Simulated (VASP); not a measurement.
# TiGePd3 (P4/mmm) in VASP: single point with PBE

Aim: the single point of TiGePd3 with PBE.

Program: VASP 6.6.1. These are calculated values, not measurements. Logs are shortened: lines on timing, memory, paths and dates and some standing lists are left out, and cuts for length are marked.

## (1) The cell of the first run

Symmetry: P4/mmm, No. 123, tetragonal system. The conventional cell has a = 4.961 Å, b = 4.961 Å, c = 4.711 Å, α = 90.00°, β = 90.00°, γ = 90.00°. Ti (site symmetry 4/mmm) has 4 Pd at 2.48 Å within 3.3 Å. Within 3.1 Å of Ge (site symmetry 4/mmm) lie 6 Pd at 2.36 to 2.48 Å. Pd (site symmetry mmm) has 2 Ti at 2.48 Å and 2 Ge at 2.48 Å and 8 Pd at 3.42 to 3.51 Å within 3.6 Å. Pd (site symmetry 4/mmm) has 2 Ge at 2.36 Å within 3.1 Å.

The cell was generated, and may not be a known phase.

## (2) Single point, PBE, collinear spin

INCAR reads:

```
SYSTEM = TiGePd3
PREC     = Accurate       ! precision mode
ENCUT    = 520            ! plane-wave cutoff, eV
EDIFF    = 1E-6           ! SCF threshold, eV
ISMEAR   = 0              ! smearing method
SIGMA    = 0.1            ! smearing width, eV
LREAL    = .False.        ! projectors in reciprocal space
LASPH    = .True.         ! aspherical terms in the spheres
NELM     = 150            ! most SCF steps
ALGO     = Fast           ! electronic algorithm
ISIF     = 2              ! what is computed and relaxed
LWAVE    = .False.        ! write WAVECAR
LCHARG   = .True.         ! write CHGCAR
ISPIN    = 2              ! spin polarisation
MAGMOM   = 1.07 0 0 0 0   ! initial moments
LORBIT   = 11             ! projections on sites
LMAXMIX  = 4              ! l up to which the mixer works
GGA      = PE             ! functional
LELF     = .True.         ! ELF
LVHAR    = .True.       
NBANDS   = 40             ! bands
```

KPOINTS reads:

```
regular mesh
0
Gamma
  8 8 8
  0 0 0
```

POSCAR reads:

```
TiGePd3
1.0
    4.9607308067      0.0000000000      0.0000000000
    0.0000000000      4.9607308067      0.0000000000
    0.0000000000      0.0000000000      4.7107193967
Ti Ge Pd
1 1 3
Direct
    0.0000000000      0.0000000000      0.5000000000
    0.5000000000      0.5000000000      0.5000000000
    0.0000000000      0.5000000000      0.5000000000
    0.5000000000      0.0000000000      0.5000000000
    0.5000000000      0.5000000000      0.0000000000
```

Potentials or basis: VASP PAW PBE potentials, release 64 (Ti_sv, Ge_d, Pd).

Command:

```
cat potpaw_PBE.64/Ti_sv/POTCAR potpaw_PBE.64/Ge_d/POTCAR potpaw_PBE.64/Pd/POTCAR > POTCAR
mpirun -np 1 vasp_std > vasp.out
```

OUTCAR:

```text
SYSTEM = TiGePd3
   PREC = Accurate
   ENCUT = 520
   EDIFF = 1E-6
   ISMEAR = 0
   LREAL = .False.
   LASPH = .True.
   NELM = 150
   ISIF = 2
   ISPIN = 2
   LORBIT = 11
   GGA = PE

 ion  position               nearest neighbor table
   1  0.000  0.000  0.500-   3 2.48   4 2.48   3 2.48   4 2.48
   2  0.500  0.500  0.500-   5 2.36   5 2.36   3 2.48   4 2.48   4 2.48   3 2.48
   3  0.000  0.500  0.500-   1 2.48   2 2.48   1 2.48   2 2.48   5 3.42   5 3.42   5 3.42   5 3.42

   4  0.500  0.000  0.500-   1 2.48   2 2.48   2 2.48   1 2.48   5 3.42   5 3.42   5 3.42   5 3.42

   5  0.500  0.500  0.000-   2 2.36   2 2.36   4 3.42   3 3.42   3 3.42   4 3.42   4 3.42   4 3.42
                             3 3.42   3 3.42

  LATTYP: Found a simple tetragonal cell.
 ALAT       =     4.9607308067
 C/A-ratio  =     0.9496018994

  Lattice vectors:

 A1 = (   4.9607308067,   0.0000000000,   0.0000000000)
 A2 = (   0.0000000000,   4.9607308067,   0.0000000000)
 A3 = (   0.0000000000,   0.0000000000,   4.7107193967)

Analysis of symmetry for initial positions (statically):
=====================================================================
 Subroutine PRICEL returns:
 Original cell was already a primitive cell.

 Routine SETGRP: Setting up the symmetry group for a
 simple tetragonal supercell.

 Subroutine GETGRP returns: Found 16 space group operations
 (whereof 16 operations were pure point group operations)
 out of a pool of 16 trial point group operations.

The static configuration has the point symmetry D_4h.

Analysis of symmetry for dynamics (positions and initial velocities):
=====================================================================
 Subroutine PRICEL returns:
 Original cell was already a primitive cell.

 Routine SETGRP: Setting up the symmetry group for a
 simple tetragonal supercell.

 Subroutine GETGRP returns: Found 16 space group operations
 (whereof 16 operations were pure point group operations)
 out of a pool of 16 trial point group operations.

The dynamic configuration has the point symmetry D_4h.

Analysis of structural, dynamic, and magnetic symmetry:
=====================================================================
 Subroutine PRICEL returns:
 Original cell was already a primitive cell.

 Routine SETGRP: Setting up the symmetry group for a
 simple tetragonal supercell.

 Subroutine GETGRP returns: Found 16 space group operations
 (whereof 16 operations were pure point group operations)
 out of a pool of 16 trial point group operations.

The overall configuration has the point symmetry D_4h.

 Subroutine INISYM returns: Found 16 space group operations
 (whereof 16 operations are pure point group operations),
 and found     1 'primitive' translations

----------------------------------------------------------------------------------------

                                     Primitive cell

  volume of cell :     115.9254

  direct lattice vectors                    reciprocal lattice vectors
     4.960730807  0.000000000  0.000000000     0.201583202  0.000000000  0.000000000
     0.000000000  4.960730807  0.000000000     0.000000000  0.201583202  0.000000000
     0.000000000  0.000000000  4.710719397     0.000000000  0.000000000  0.212281802

  length of vectors
     4.960730807  4.960730807  4.710719397     0.201583202  0.201583202  0.212281802

  position of ions in fractional coordinates (direct lattice)
     0.000000000  0.000000000  0.500000000
     0.500000000  0.500000000  0.500000000
     0.000000000  0.500000000  0.500000000
     0.500000000  0.000000000  0.500000000
     0.500000000  0.500000000  0.000000000

  ion indices of the primitive-cell ions
   primitive index   ion index
                 1           1
                 2           2
                 3           3
                 4           4
                 5           5

----------------------------------------------------------------------------------------

 KPOINTS: regular mesh

Automatic generation of k-mesh.
 Grid dimensions read from file:
 generate k-points for:    8    8    8

 Generating k-lattice:

[... 22 lines left out ...]
  0.500000  0.000000  0.000000      2.000000
  0.125000  0.125000  0.000000      4.000000
[... 16 lines left out ...]
  0.375000  0.125000  0.125000     16.000000
  0.500000  0.125000  0.125000      8.000000
 [... further k-points ...]
   k-points           NKPTS =     75   k-points in BZ     NKDIM =     75   number of bands    NBANDS=     40
   number of dos      NEDOS =    301   number of ions     NIONS =      5
   total plane-waves  NPLWV =  57600
   dimension x,y,z NGX =    40 NGY =   40 NGZ =   36
   dimension x,y,z NGXF=    80 NGYF=   80 NGZF=   72
   ions per type =               1   1   3
   NGX,Y,Z   is equivalent  to a cutoff of  13.40, 13.40, 12.70 a.u.
   NGXF,Y,Z  is equivalent  to a cutoff of  26.81, 26.81, 25.41 a.u.
 SYSTEM =  TiGePd3
   PREC   = accura    normal or accurate (medium, high low for compatibility)
   ISTART =      0    job   : 0-new  1-cont  2-samecut
   ICHARG =      2    charge: 1-file 2-atom 10-const
   ISPIN  =      2    spin polarized calculation?
   LNONCOLLINEAR =      F non collinear calculations
   LSORBIT =      F    spin-orbit coupling
   LASPH  =      T    aspherical Exc in radial PAW
   ENCUT  =  520.0 eV  38.22 Ry    6.18 a.u.   9.22  9.22  8.76*2*pi/ulx,y,z
   NELM   =    150;   NELMIN=  2; NELMDL= -5     # of ELM steps
   EDIFF  = 0.1E-05   stopping-criterion for ELM
   LREAL  =      F    real-space projection
   EDIFFG = 0.1E-04   stopping-criterion for IOM
   NSW    =      0    number of steps for IOM
   IBRION =     -1    ionic relax: 0-MD 1-quasi-New 2-CG
   NFREE  =      0    steps in history (QN), initial steepest desc. (CG)
   ISIF   =      2    stress and relaxation
   ISYM   =      2    0-nonsym 1-usesym 2-fastsym
   POTIM  = 0.5000    time-step for ionic-motion
   TEBEG  =    0.0;   TEEND  =   0.0 temperature during run
   PSTRESS=    0.0 pullay stress
   NELECT =      56.0000    total number of electrons
   NUPDOWN=      -1.0000    fix difference up-down
   EMIN   =  10.00;   EMAX   =-10.00  energy-range for DOS
   EFERMI =   0.00;   METHOD = LEGACY
   ISMEAR =     0;   SIGMA  =   0.10  broadening in eV -4-tet -1-fermi 0-gaus
   EFERMI_NEDOS =   21; number of points for ismear=-14 and -15
   IALGO  =     68    algorithm
   IMIX   =      4    mixing-type and parameters
     AMIX     =   0.40;   BMIX     =  1.00
     AMIX_MAG =   1.60;   BMIX_MAG =  1.00
  volume/ion in A,a.u.               =      23.19       156.46
  Fermi-wavevector in a.u.,A,eV,Ry     =   1.284531  2.427412 22.449890  1.650020
  Thomas-Fermi vector in A             =   2.416719
   LORBIT       =     11    0 simple, 1 ext, 2 COOP (PROOUT), +10 PAW based schemes
   GGA     = PE    functional components
   LHFCALC =     F    Hartree Fock is set to
   AEXX    =    0.0000 exact exchange contribution
   IVDW    =     0    specifies the selected vdW correction
   LEPSILON=     F    determine dielectric tensor
   LRPA    =     F    only Hartree local field effects (RPA)
 spin polarized calculation
 RMM-DIIS sequential band-by-band and
 Gauss-broadening in eV      SIGMA  =   0.10
  energy-cutoff  :      520.00
  volume of cell :      115.93
 maximum number of plane-waves:      3144
 NGX is ok and might be reduce to    40
   NGX = 19   NGY = 19   NGZ = 17

 number of electron      56.0000003 magnetization       0.0012547

 number of electron      56.0000003 magnetization      -0.0009434

 Free energy of the ion-electron system (eV)
  ---------------------------------------------------
  ext. energy  EPLUGINS =         0.00000000
  ---------------------------------------------------
  free energy    TOTEN  =       -25.77309390 eV

  energy without entropy =      -25.74850226  energy(sigma->0) =      -25.76079808

 E-fermi :   4.9919     XC(G=0):  -9.9809

 val. band max:        4.9898567382   @ k =   0.5000   0.3750   0.0000
 cond. band min:       4.9956594200   @ k =   0.5000   0.5000   0.1250
 fundamental gap:      0.0058026818
 Fermi energy:         4.9918558120

 spin component 1

 k-point     1 :       0.0000    0.0000    0.0000
  band No.  band energies     occupation
      1     -52.9773      1.00000
      2     -29.3497      1.00000
      3     -29.1720      1.00000
      4     -29.1720      1.00000
      5     -19.4267      1.00000
      6     -19.4056      1.00000
[... 1021 lines left out ...]
     39      11.8932      0.00000
     40      12.5558      0.00000

 [... further k-points ...]

 spin component 2

 k-point     1 :       0.0000    0.0000    0.0000
  band No.  band energies     occupation
      1     -52.9779      1.00000
      2     -29.3500      1.00000
      3     -29.1728      1.00000
      4     -29.1728      1.00000
      5     -19.4267      1.00000
      6     -19.4056      1.00000
[... 1021 lines left out ...]
     39      11.8931      0.00000
     40      12.5558      0.00000

 [... further k-points ...]

------------------------ aborting loop because EDIFF is reached ----------------------------------------

  FORCE on cell =-STRESS in cart. coord.  units (eV):
  Direction    XX          YY          ZZ          XY          YZ          ZX
  --------------------------------------------------------------------------------------
  -------------------------------------------------------------------------------------
  Total       -0.6356452     -0.6356452      0.6707585      0.0000000      0.0000000      0.0000000
  in kB       -8.7851019     -8.7851019      9.2703942      0.0000000      0.0000000      0.0000000
  external PRESSURE =      -2.7666032 kB  Pullay stress =       0.0000000 kB

 VOLUME and BASIS-vectors are now :
 -----------------------------------------------------------------------------
  energy-cutoff  :      520.00
  volume of cell :      115.93
      direct lattice vectors                 reciprocal lattice vectors
     4.960730807  0.000000000  0.000000000     0.201583202  0.000000000  0.000000000
     0.000000000  4.960730807  0.000000000     0.000000000  0.201583202  0.000000000
     0.000000000  0.000000000  4.710719397     0.000000000  0.000000000  0.212281802

 POSITION                                       TOTAL-FORCE (eV/Angst)
 -----------------------------------------------------------------------------------
      0.00000      0.00000      2.35536         0.000000      0.000000      0.000000
      2.48037      2.48037      2.35536         0.000000      0.000000      0.000000
      0.00000      2.48037      2.35536         0.000000      0.000000      0.000000
      2.48037      0.00000      2.35536         0.000000      0.000000      0.000000
      2.48037      2.48037      0.00000         0.000000      0.000000      0.000000
 -----------------------------------------------------------------------------------
    total drift:                                0.000000      0.000000     -0.000000

  FREE ENERGIE OF THE ION-ELECTRON SYSTEM (eV)
  ---------------------------------------------------
  free  energy   TOTEN  =       -25.7730938990 eV

  energy  without entropy=      -25.7485022637  energy(sigma->0) =      -25.76079808

 total charge

# of ion       s       p       d       tot
------------------------------------------
    1        2.222   6.058   1.897  10.177
    2        1.123   1.260  10.097  12.481
    3        0.528   0.395   8.588   9.511
    4        0.528   0.395   8.588   9.511
    5        0.355   0.298   8.668   9.321
--------------------------------------------------
tot          4.756   8.407  37.838  51.001

 magnetization (x)

# of ion       s       p       d       tot
------------------------------------------
    1        0.000  -0.000  -0.001  -0.001
    2        0.000   0.000   0.000   0.000
    3       -0.000  -0.000   0.000  -0.000
    4       -0.000  -0.000   0.000  -0.000
    5        0.000   0.000  -0.000  -0.000
--------------------------------------------------
tot          0.000  -0.000  -0.001  -0.001
```

It took 53 min on 1 thread of Oxide Virtual Turin-like, shared host; peak memory 0.62 GiB.

What came out:

| Quantity | Value |
| --- | --- |
| Free energy | -25.7731 eV |
| Pressure | -0.3 GPa |
| Band gap on the k mesh | zero (filled and empty bands overlap) |
| Net moment | 0.00 μB per cell |
| Valence electrons inside the program's atomic spheres | Ti 10.18; Ge 12.48; Pd 9.51, 9.32 (each value once) |
